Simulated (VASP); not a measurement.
# BiB (P6_3mc) in VASP: notebook

The runs below take BiB through single point, with PBE, r2SCAN.

Program: VASP 6.6.1. These are calculated values, not measurements. Logs are shortened: lines on timing, memory, paths and dates and some standing lists are left out, and cuts for length are marked.

## (1) The cell of the first run

It takes space group P6_3mc (No. 186, hexagonal). Conventional cell: a = 3.866 Å, b = 3.866 Å, c = 6.375 Å, α = 90.00°, β = 90.00°, γ = 120.00°. B (site symmetry 3m) has 4 Bi at 2.37 to 2.39 Å within 3.1 Å. Within 3.1 Å of Bi (site symmetry 3m) lie 4 B at 2.37 to 2.39 Å.

## (2) Single point, PBE

Input file INCAR:

```
  PREC = Accurate
  ENCUT = 520
  EDIFF = 1E-7
  ISMEAR = -1
  SIGMA = 0.02
  LREAL = F
  LASPH = T
  NELM = 100
  ALGO = Normal
  ISIF = 2
  LWAVE = F
  LCHARG = F
  GGA = PE
  NBANDS = 26
```

Input file KPOINTS:

```
Automatic mesh
0
Gamma
  6 6 4
```

Input file POSCAR:

```
BiB
1.0
    3.8655765073      0.0000000000      0.0000000000
   -1.9327882536      3.3476874556      0.0000000000
    0.0000000000      0.0000000000      6.3754468382
B Bi
2 2
Direct
    0.3333333333      0.6666666667      0.0002433707
    0.6666666667      0.3333333333      0.5002433707
    0.3333333333      0.6666666667      0.3747566293
    0.6666666667      0.3333333333      0.8747566293
```

Potentials or basis: VASP PAW PBE potentials, release 64 (B, Bi_d).

Command:

```console
$ cat potpaw_PBE.64/B/POTCAR potpaw_PBE.64/Bi_d/POTCAR > POTCAR
$ mpirun -np 1 vasp_std > vasp.out
```

OUTCAR:

```text
PREC = Accurate
   ENCUT = 520
   EDIFF = 1E-7
   ISMEAR = -1
   LREAL = F
   LASPH = T
   NELM = 100
   ISIF = 2
   GGA = PE

 ion  position               nearest neighbor table
   1  0.333  0.667  0.000-   4 2.37   4 2.37   4 2.37   3 2.39
   2  0.667  0.333  0.500-   3 2.37   3 2.37   3 2.37   4 2.39
   3  0.333  0.667  0.375-   2 2.37   2 2.37   2 2.37   1 2.39   4 3.89   4 3.89   4 3.89   4 3.89
                             4 3.89   4 3.89
   4  0.667  0.333  0.875-   1 2.37   1 2.37   1 2.37   2 2.39   3 3.89   3 3.89   3 3.89   3 3.89
                             3 3.89   3 3.89

  LATTYP: Found a hexagonal cell.
 ALAT       =     3.8655765073
 C/A-ratio  =     1.6492874546

  Lattice vectors:

 A1 = (   3.8655765073,   0.0000000000,   0.0000000000)
 A2 = (  -1.9327882536,   3.3476874556,   0.0000000000)
 A3 = (   0.0000000000,   0.0000000000,   6.3754468382)

Analysis of symmetry for initial positions (statically):
=====================================================================
 Subroutine PRICEL returns:
 Original cell was already a primitive cell.

 Routine SETGRP: Setting up the symmetry group for a
 hexagonal supercell.

 Subroutine GETGRP returns: Found 12 space group operations
 (whereof  6 operations were pure point group operations)
 out of a pool of 24 trial point group operations.

The static configuration has the point symmetry C_3v.
 The point group associated with its full space group is C_6v.

Analysis of symmetry for dynamics (positions and initial velocities):
=====================================================================
 Subroutine PRICEL returns:
 Original cell was already a primitive cell.

 Routine SETGRP: Setting up the symmetry group for a
 hexagonal supercell.

 Subroutine GETGRP returns: Found 12 space group operations
 (whereof  6 operations were pure point group operations)
 out of a pool of 24 trial point group operations.

The dynamic configuration has the point symmetry C_3v.
 The point group associated with its full space group is C_6v.

 Subroutine INISYM returns: Found 12 space group operations
 (whereof  6 operations are pure point group operations),
 and found     1 'primitive' translations

----------------------------------------------------------------------------------------

                                     Primitive cell

  volume of cell :      82.5030

  direct lattice vectors                    reciprocal lattice vectors
     3.865576507  0.000000000  0.000000000     0.258693625  0.149356834  0.000000000
    -1.932788254  3.347687456  0.000000000     0.000000000  0.298713668  0.000000000
     0.000000000  0.000000000  6.375446838     0.000000000  0.000000000  0.156851751

  length of vectors
     3.865576507  3.865576507  6.375446838     0.298713668  0.298713668  0.156851751

  position of ions in fractional coordinates (direct lattice)
     0.333333333  0.666666667  0.000243371
     0.666666667  0.333333333  0.500243371
     0.333333333  0.666666667  0.374756629
     0.666666667  0.333333333  0.874756629

  ion indices of the primitive-cell ions
   primitive index   ion index
                 1           1
                 2           2
                 3           3
                 4           4

----------------------------------------------------------------------------------------

 KPOINTS: Automatic mesh

Automatic generation of k-mesh.
 Grid dimensions read from file:
 generate k-points for:    6    6    4

 Generating k-lattice:

  Cartesian coordinates                     Fractional coordinates (reciprocal lattice)
     0.043115604  0.024892806  0.000000000     0.166666667  0.000000000  0.000000000
     0.000000000  0.049785611  0.000000000     0.000000000  0.166666667  0.000000000
     0.000000000  0.000000000  0.039212938     0.000000000  0.000000000  0.250000000

  Length of vectors
     0.049785611  0.049785611  0.039212938

  Shift w.r.t. Gamma in fractional coordinates (k-lattice)
     0.000000000  0.000000000  0.000000000

 Subroutine IBZKPT returns following result:
 ===========================================

 Found     21 irreducible k-points:

 Following reciprocal coordinates:
            Coordinates               Weight
  0.000000  0.000000  0.000000      1.000000
  0.166667 -0.000000  0.000000      6.000000
  0.333333  0.000000  0.000000      6.000000
  0.500000 -0.000000  0.000000      3.000000
  0.166667  0.166667  0.000000      6.000000
  0.333333  0.166667  0.000000     12.000000
[... 13 lines left out ...]
  0.333333  0.166667  0.500000     12.000000
  0.333333  0.333333  0.500000      2.000000
   k-points           NKPTS =     21   k-points in BZ     NKDIM =     21   number of bands    NBANDS=     26
   number of dos      NEDOS =    301   number of ions     NIONS =      4
   total plane-waves  NPLWV =  43200
   dimension x,y,z NGX =    30 NGY =   30 NGZ =   48
   dimension x,y,z NGXF=    60 NGYF=   60 NGZF=   96
   ions per type =               2   2
   NGX,Y,Z   is equivalent  to a cutoff of  12.90, 12.90, 12.52 a.u.
   NGXF,Y,Z  is equivalent  to a cutoff of  25.80, 25.80, 25.03 a.u.
 SYSTEM =  unknown system
   PREC   = accura    normal or accurate (medium, high low for compatibility)
   ISTART =      0    job   : 0-new  1-cont  2-samecut
   ICHARG =      2    charge: 1-file 2-atom 10-const
   ISPIN  =      1    spin polarized calculation?
   LNONCOLLINEAR =      F non collinear calculations
   LSORBIT =      F    spin-orbit coupling
   LASPH  =      T    aspherical Exc in radial PAW
   ENCUT  =  520.0 eV  38.22 Ry    6.18 a.u.   7.19  7.19 11.85*2*pi/ulx,y,z
   NELM   =    100;   NELMIN=  2; NELMDL= -5     # of ELM steps
   EDIFF  = 0.1E-06   stopping-criterion for ELM
   LREAL  =      F    real-space projection
   EDIFFG = 0.1E-05   stopping-criterion for IOM
   NSW    =      0    number of steps for IOM
   IBRION =     -1    ionic relax: 0-MD 1-quasi-New 2-CG
   NFREE  =      0    steps in history (QN), initial steepest desc. (CG)
   ISIF   =      2    stress and relaxation
   ISYM   =      2    0-nonsym 1-usesym 2-fastsym
   POTIM  = 0.5000    time-step for ionic-motion
   TEBEG  =    0.0;   TEEND  =   0.0 temperature during run
   PSTRESS=    0.0 pullay stress
   NELECT =      36.0000    total number of electrons
   NUPDOWN=      -1.0000    fix difference up-down
   EMIN   =  10.00;   EMAX   =-10.00  energy-range for DOS
   EFERMI =   0.00;   METHOD = LEGACY
   ISMEAR =    -1;   SIGMA  =   0.02  broadening in eV -4-tet -1-fermi 0-gaus
   EFERMI_NEDOS =   21; number of points for ismear=-14 and -15
   IALGO  =     38    algorithm
   IMIX   =      4    mixing-type and parameters
     AMIX     =   0.40;   BMIX     =  1.00
     AMIX_MAG =   1.60;   BMIX_MAG =  1.00
  volume/ion in A,a.u.               =      20.63       139.19
  Fermi-wavevector in a.u.,A,eV,Ry     =   1.241707  2.346486 20.977950  1.541836
  Thomas-Fermi vector in A             =   2.376093
   LORBIT       =      0    0 simple, 1 ext, 2 COOP (PROOUT), +10 PAW based schemes
   GGA     = PE    functional components
   LHFCALC =     F    Hartree Fock is set to
   AEXX    =    0.0000 exact exchange contribution
   IVDW    =     0    specifies the selected vdW correction
   LEPSILON=     F    determine dielectric tensor
   LRPA    =     F    only Hartree local field effects (RPA)
 non-spin polarized calculation
  energy-cutoff  :      520.00
  volume of cell :       82.50
 maximum number of plane-waves:      2238
 NGX is ok and might be reduce to    30
   NGX = 15   NGY = 15   NGZ = 23

 number of electron      36.0000012 magnetization

 Free energy of the ion-electron system (eV)
  ---------------------------------------------------
  ext. energy  EPLUGINS =         0.00000000
  ---------------------------------------------------
  free energy    TOTEN  =       -17.92076675 eV

  energy without entropy =      -17.92047144  energy(sigma->0) =      -17.92061909

 E-fermi :   7.3145     XC(G=0): -10.0339

 val. band max:        7.2677281916   @ k =   0.0000   0.0000   0.0000
 cond. band min:       7.3452921385   @ k =   0.0000   0.0000   0.0000
 fundamental gap:      0.0775639469
 Fermi energy:         7.3144529901

 k-point     1 :       0.0000    0.0000    0.0000
  band No.  band energies     occupation
      1     -15.9710      2.00000
      2     -15.9656      2.00000
      3     -15.9598      2.00000
      4     -15.9598      2.00000
      5     -15.9472      2.00000
      6     -15.9472      2.00000
[... 18 lines left out ...]
     25      12.0852      0.00000
     26      13.1541      0.00000

 k-point     2 :       0.1667   -0.0000    0.0000
  band No.  band energies     occupation
      1     -15.9751      2.00000
      2     -15.9620      2.00000
      3     -15.9579      2.00000
      4     -15.9492      2.00000
      5     -15.9345      2.00000
      6     -15.9321      2.00000
[... 18 lines left out ...]
     25      13.0461      0.00000
     26      13.5249      0.00000

 k-point     3 :       0.3333    0.0000    0.0000
  band No.  band energies     occupation
      1     -15.9910      2.00000
      2     -15.9652      2.00000
      3     -15.9428      2.00000
      4     -15.9404      2.00000
      5     -15.9140      2.00000
      6     -15.9044      2.00000
[... 18 lines left out ...]
     25      13.7661      0.00000
     26      14.4783      0.00000

 k-point     4 :       0.5000   -0.0000    0.0000
  band No.  band energies     occupation
      1     -15.9982      2.00000
      2     -15.9694      2.00000
      3     -15.9406      2.00000
      4     -15.9386      2.00000
      5     -15.9083      2.00000
      6     -15.8992      2.00000
[... 18 lines left out ...]
     25      14.4607      0.00000
     26      15.2309      0.00000

 k-point     5 :       0.1667    0.1667    0.0000
  band No.  band energies     occupation
      1     -15.9738      2.00000
      2     -15.9681      2.00000
      3     -15.9461      2.00000
      4     -15.9438      2.00000
      5     -15.9208      2.00000
      6     -15.9136      2.00000
[... 18 lines left out ...]
     25      13.5989      0.00000
     26      14.0294      0.00000

 k-point     6 :       0.3333    0.1667    0.0000
  band No.  band energies     occupation
      1     -15.9813      2.00000
      2     -15.9631      2.00000
      3     -15.9478      2.00000
      4     -15.9302      2.00000
      5     -15.9092      2.00000
      6     -15.9019      2.00000
[... 340 lines left out ...]
 k-point    18 :       0.5000   -0.0000    0.5000
  band No.  band energies     occupation
      1     -15.9868      2.00000
      2     -15.9868      2.00000
      3     -15.9335      2.00000
      4     -15.9335      2.00000
      5     -15.9139      2.00000
      6     -15.9139      2.00000
[... 18 lines left out ...]
     25      13.7749      0.00000
     26      13.7749      0.00000

 k-point    19 :       0.1667    0.1667    0.5000
  band No.  band energies     occupation
      1     -15.9738      2.00000
      2     -15.9738      2.00000
      3     -15.9392      2.00000
      4     -15.9392      2.00000
      5     -15.9240      2.00000
      6     -15.9240      2.00000
[... 18 lines left out ...]
     25      12.9873      0.00000
     26      12.9873      0.00000

 k-point    20 :       0.3333    0.1667    0.5000
  band No.  band energies     occupation
      1     -15.9758      2.00000
      2     -15.9758      2.00000
      3     -15.9289      2.00000
      4     -15.9289      2.00000
      5     -15.9186      2.00000
      6     -15.9186      2.00000
[... 18 lines left out ...]
     25      13.7798      0.00000
     26      13.7798      0.00000

 k-point    21 :       0.3333    0.3333    0.5000
  band No.  band energies     occupation
      1     -15.9673      2.00000
      2     -15.9673      2.00000
      3     -15.9249      2.00000
      4     -15.9249      2.00000
      5     -15.9154      2.00000
      6     -15.9154      2.00000
[... 18 lines left out ...]
     25      14.3182      0.00000
     26      14.3182      0.00000

------------------------ aborting loop because EDIFF is reached ----------------------------------------

  FORCE on cell =-STRESS in cart. coord.  units (eV):
  Direction    XX          YY          ZZ          XY          YZ          ZX
  --------------------------------------------------------------------------------------
  -------------------------------------------------------------------------------------
  Total        0.6743195      0.6743195      0.4671646      0.0000000      0.0000000      0.0000000
  in kB       13.0950290     13.0950290      9.0721601      0.0000000      0.0000000      0.0000000
  external PRESSURE =      11.7540727 kB  Pullay stress =       0.0000000 kB

 VOLUME and BASIS-vectors are now :
 -----------------------------------------------------------------------------
  energy-cutoff  :      520.00
  volume of cell :       82.50
      direct lattice vectors                 reciprocal lattice vectors
     3.865576507  0.000000000  0.000000000     0.258693625  0.149356834  0.000000000
    -1.932788254  3.347687456  0.000000000     0.000000000  0.298713668  0.000000000
     0.000000000  0.000000000  6.375446838     0.000000000  0.000000000  0.156851751

 POSITION                                       TOTAL-FORCE (eV/Angst)
 -----------------------------------------------------------------------------------
     -0.00000      2.23179      0.00155         0.000000     -0.000000     -0.005360
      1.93279      1.11590      3.18928        -0.000000      0.000000     -0.005360
     -0.00000      2.23179      2.38924        -0.000000      0.000000      0.005360
      1.93279      1.11590      5.57696         0.000000     -0.000000      0.005360
 -----------------------------------------------------------------------------------
    total drift:                               -0.000000      0.000000      0.000263

  FREE ENERGIE OF THE ION-ELECTRON SYSTEM (eV)
  ---------------------------------------------------
  free  energy   TOTEN  =       -17.9207667505 eV

  energy  without entropy=      -17.9204714360  energy(sigma->0) =      -17.92061909
```

Wall time 40 s (1 thread of Intel Xeon Platinum 8488C (Sapphire Rapids), shared host); peak memory 0.2 GiB.

Results:

| Property | Result |
| --- | --- |
| Free energy | -17.9208 eV |
| Pressure | 1.2 GPa |
| Largest force | 0.005 eV/Å |
| Band gap on the k mesh | 0.08 eV, direct |

Forces in eV/Å, atoms in the order of the input:
```
B    0.000  0.000 -0.005
B    0.000  0.000 -0.005
Bi   0.000  0.000  0.005
Bi   0.000  0.000  0.005
```

Stress tensor (GPa, compression positive):
```
1.31 0.00 0.00
0.00 1.31 0.00
0.00 0.00 0.91
```

Levels at points of the mesh, in eV from the valence-band top:
```
           k point  band 14  band 15  band 16  band 17  band 18  band 19  band 20  band 21  band 22  band 23
(0.00, 0.00, 0.00)    -1.71    -1.71    -0.23     0.00     0.00     0.08     0.34     2.54     2.54     2.97
(0.50, 0.00, 0.00)    -6.71    -5.12    -3.54    -3.15    -1.72     0.60     1.64     3.16     4.10     4.78
(0.00, 0.00, 0.50)    -4.83    -1.02    -1.02    -1.02    -1.02     0.75     0.75     3.66     3.66     3.66
(0.50, 0.00, 0.50)    -7.79    -2.85    -2.85    -2.78    -2.78     0.61     0.61     2.32     2.32     6.20
```

Caveat: spin-orbit coupling is left out, which moves the levels of the heavy elements. A k mesh can miss the band edges.

(Part 1 of 2 ends here.)
